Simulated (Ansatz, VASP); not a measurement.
## One calculation of Ir2Rh, two programs

```xyz
6
Lattice="2.7407 0.0000 0.0000 -1.3704 2.3735 0.0000 0.0000 0.0000 13.2918" Properties=species:S:1:pos:R:3 pbc="T T T"
Ir    0.0000    1.5824   12.1742
Ir    0.0000    1.5824    3.3353
Ir    1.3704    0.7912    1.1176
Ir    1.3704    0.7912    9.9565
Rh    0.0000    1.5824    7.7543
Rh    1.3704    0.7912    5.5375
```

Alike in both runs: functional PBE; k mesh 18 × 18 × 4; occupations gaussian, width 0.1 eV; no spin polarisation.

Ansatz relaxed the structure, and its values are those at the end. VASP's run is a single point on that final structure, the one shown.

|  | VASP | Ansatz |
| --- | --- | --- |
| version | VASP 6.6.1 | Ansatz 0.2.0 |
| potentials or method | VASP PAW PBE potentials, release 64 (Ir, Rh_pv), cutoff 520 eV | scalar-relativistic, plane waves, PAW |
| valence electrons in the cell | 66 | 102 |

|  | VASP | Ansatz | Ansatz less VASP |
| --- | --- | --- | --- |
| gap on the k mesh at the Fermi level (eV) | none | none | - |
| pressure (GPa) | 0.4 | 0.0 | -0.37 |
| rms of the force components (eV/Å) | 0.010 | 0.001 | -0.0093 |

A gap of «none» marks a metal or a gap that the smearing closes. VASP's potentials hold 66 valence electrons a cell and Ansatz's 102, so a difference there can come from the potentials and not from the codes.

Spin-orbit coupling is off throughout.
